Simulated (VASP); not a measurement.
The system is CdIn2O4.

```
CELL_PARAMETERS angstrom
0.00000 4.65748 4.65748
4.65748 0.00000 4.65748
4.65748 4.65748 0.00000
ATOMIC_POSITIONS crystal
Cd 0.00000 0.00000 0.00000
Cd 0.25000 0.25000 0.25000
In 0.62500 0.62500 0.62500
In 0.12500 0.62500 0.62500
In 0.62500 0.62500 0.12500
In 0.62500 0.12500 0.62500
O 0.86198 0.86198 0.86198
O 0.83593 0.38802 0.38802
O 0.86198 0.86198 0.41407
O 0.38802 0.83593 0.38802
O 0.41407 0.86198 0.86198
O 0.38802 0.38802 0.38802
O 0.86198 0.41407 0.86198
O 0.38802 0.38802 0.83593
```

- Program: VASP 6.6.1
- Task: relaxation of cell and atoms
- Functional: r2SCAN
- Potentials or basis: VASP PAW PBE potentials, release 64 (Cd, In_d, O)
- Cutoff: 660 eV
- k mesh: 4 × 4 × 4
- Occupations: fermi-dirac, width 0.02 eV
- Spin: no spin polarisation

At the start: pressure -4.5 GPa; volume 14.43 Å³/atom.

Task: How do energy, volume and symmetry change on relaxing?

Result: Over 7 steps the energy falls by 6.4 meV/atom and the volume is 14.00 Å³/atom (-3.0 %); space group Fd-3m (No. 227, to 0.1 Å) before and after.

The path:
```csv
step,energy change (eV),largest force (eV/Å),pressure (GPa),volume (Å³)
1,0.0000,0.2017,-4.45,202.06
2,-0.0008,0.2795,4.90,190.56
3,-0.0888,0.0268,-0.05,196.16
4,-0.0888,0.0317,0.04,196.04
5,-0.0890,0.0001,-0.07,196.13
6,-0.0890,0.0034,-0.06,196.12
7,-0.0890,0.0009,0.02,196.00
```

Final structure:
```xyz
14
Lattice="0.0000 4.6105 4.6105 4.6105 0.0000 4.6105 4.6105 4.6105 0.0000" Properties=species:S:1:pos:R:3 pbc="T T T"
Cd    0.0000    0.0000    0.0000
Cd    2.3052    2.3052    2.3052
In    5.7631    5.7631    5.7631
In    5.7631    3.4579    3.4579
In    3.4579    3.4579    5.7631
In    3.4579    5.7631    3.4579
O     7.9463    7.9463    7.9463
O     3.5799    5.6411    5.6411
O     5.8851    5.8851    7.9463
O     5.6411    3.5799    5.6411
O     7.9463    5.8851    5.8851
O     3.5799    3.5799    3.5799
O     5.8851    7.9463    5.8851
O     5.6411    5.6411    3.5799
```

Caveat: the PAW data sets were made with another functional, which shifts forces and pressure a little.
